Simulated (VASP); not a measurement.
**HfN: single point with PBE**

HfN:

```
CELL_PARAMETERS angstrom
0.00000 2.43298 2.27381
2.27381 0.00000 2.27381
2.27381 2.43298 0.00000
ATOMIC_POSITIONS crystal
Hf 0.00167 0.99833 0.00167
N 0.47867 0.52133 0.47867
```

This cell differs from its parent crystal: mode 5 frozen in at -0.097 Å, normal strain along y +0.0700.

| Quantity | Value |
| --- | --- |
| Program | VASP 6.6.1 |
| Task | single point |
| Functional | PBE |
| Potentials or basis | VASP PAW PBE potentials, release 64 (Hf_pv, N) |
| Cutoff | 520 eV |
| k mesh | 16 × 16 × 16 |
| Occupations | gaussian, width 0.15 eV |
| Spin | no spin polarisation |

| Property | Result |
| --- | --- |
| Pressure | -14.4 GPa |
| Largest force | 0.464 eV/Å |

Forces on the atoms (eV/Å):
```
Hf   0.000 -0.464  0.000
N    0.000  0.464  0.000
```

Stress tensor (GPa, compression positive):
```
 -8.95   0.00   0.00
  0.00 -25.41   0.00
  0.00   0.00  -8.95
```

Levels at points of the mesh, in eV from the Fermi level:
```csv
k point,band 5,band 6,band 7,band 8,band 9,band 10,band 11,band 12
"(0.00, 0.00, 0.00)",-3.24,-2.99,-2.99,-0.74,0.11,0.11,0.23,2.22
"(0.50, 0.00, 0.00)",-8.38,-5.80,-5.77,2.87,3.14,3.32,4.04,7.02
"(0.50, 0.50, 0.00)",-5.19,-4.26,-3.83,-2.80,3.22,4.38,5.08,5.33
"(0.50, 0.00, 0.50)",-5.74,-3.46,-3.46,-3.34,3.68,4.57,4.82,4.82
```

It took 79 s on 1 thread of Intel Xeon 6975P-C, with other jobs on the host, peak memory 0.26 GiB.

Caveat: the cell differs from its parent crystal (mode 5 frozen in at -0.097 Å, normal strain along y +0.0700); spin-orbit coupling is left out, which moves the levels of the heavy elements.
